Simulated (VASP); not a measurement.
A run of VASP 6.6.1:

File INCAR:

```
SYSTEM = K
PREC = Accurate
ENCUT = 520
EDIFF = 1E-7
ISMEAR = -1
SIGMA = 0.1
LREAL = .False.
LASPH = .True.
NELM = 100
ALGO = Normal
ISIF = 2
LWAVE = .False.
LCHARG = .False.
GGA = PE
NBANDS = 16
```

File KPOINTS:

```
Automatic mesh
0
Gamma
  8 8 8
  0 0 0
```

File POSCAR:

```
K
1.0
    0.0000000000      4.5342264190      4.5342264190
    4.5342264190      0.0000000000      4.5342264190
    4.5342264190      4.5342264190      0.0000000000
K
2
Direct
   -0.1250000000     -0.1250000000     -0.1250000000
    0.1250000000      0.1250000000      0.1250000000
```

Potentials or basis: VASP PAW PBE potentials, release 64 (K_sv).

The run is started by

```bash
$ cat potpaw_PBE.64/K_sv/POTCAR > POTCAR
$ mpirun -np 1 vasp_std > vasp.out
```

Hardware: 1 thread of Intel(R) Xeon(R) 6975P-C (Granite Rapids), with other jobs on the host.

**Question.** Estimate the wall time of this run.

**Answer.** It took 110 s on 1 thread of Intel(R) Xeon(R) 6975P-C (Granite Rapids), on a shared host, peak memory 0.32 GiB. Counts: scf iterations 15, k points 29.
